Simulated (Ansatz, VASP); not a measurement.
## One calculation of BaS, two programs

Contents of INCAR:

```
SYSTEM = BaS
ALGO = Normal
EDIFF = 1E-7
ENCUT = 520
GGA = PE
ISIF = 2
ISMEAR = -1
LASPH = .True.
LCHARG = .False.
LREAL = .False.
LWAVE = .False.
NBANDS = 15
NELM = 100
PREC = Accurate
SIGMA = 0.02
```

File KPOINTS:

```
k-points
0
Gamma
  8 8 8
  0 0 0
```

File POSCAR:

```
BaS
1.0
    0.0000000000      3.2933754885      3.2933754885
    3.2933754885      0.0000000000      3.2933754885
    3.2933754885      3.2933754885      0.0000000000
Ba S
1 1
Direct
    0.0000000000      0.0000000000      0.0000000000
    0.5000000000      0.5000000000      0.5000000000
```

Input for Ansatz:

```yaml
crystal:
  lattice:
    - [0.0, 3.2933754885, 3.2933754885]
    - [3.2933754885, 0.0, 3.2933754885]
    - [3.2933754885, 3.2933754885, 0.0]
  atoms:
    - { symbol: Ba, position: [0.0, 0.0, 0.0] }
    - { symbol: S, position: [0.5, 0.5, 0.5] }
kpoints:
  mp_grid: { grid: [8, 8, 8] }
  band_path:
    path:
      - [0.0, 0.0, 0.0]
      - [0.5, 0.0, 0.5]
      - [0.625, 0.25, 0.625]
      - [0.375, 0.375, 0.75]
      - [0.5, 0.5, 0.5]
      - [0.5, 0.25, 0.75]
      - [0.0, 0.5, 0.5]
    npoints: 1
hamiltonian:
  xc: pbe
scf:
  occupations: { method: fermi_dirac, width: 0.02 }
  n_extra_bands: 4
output:
  forces: true
  stress: true
  eigenvalues: true
```

Change from the starting cell: hydrostatic strain +2.5%.

Alike in both runs: task single point; functional PBE; k mesh 8 × 8 × 8; occupations fermi-dirac, width 0.02 eV; no spin polarisation.

|  | VASP | Ansatz |
| --- | --- | --- |
| version | VASP 6.6.1 | Ansatz 0.2.0 |
| potentials or method | VASP PAW PBE potentials, release 64 (Ba_sv, S) | plane waves, PAW |
| plane-wave cutoff (eV) | 520 | 420 |
| valence electrons in the cell | 16 | 16 |

VASP gave:

- gap on the k mesh at the Fermi level (eV): 2.24
- pressure (GPa): -2.2

Q: What did Ansatz give for the same quantities?

A: gap on the k mesh at the Fermi level (eV): 2.32; pressure (GPa): -2.6.

Neither program's run includes spin-orbit coupling.
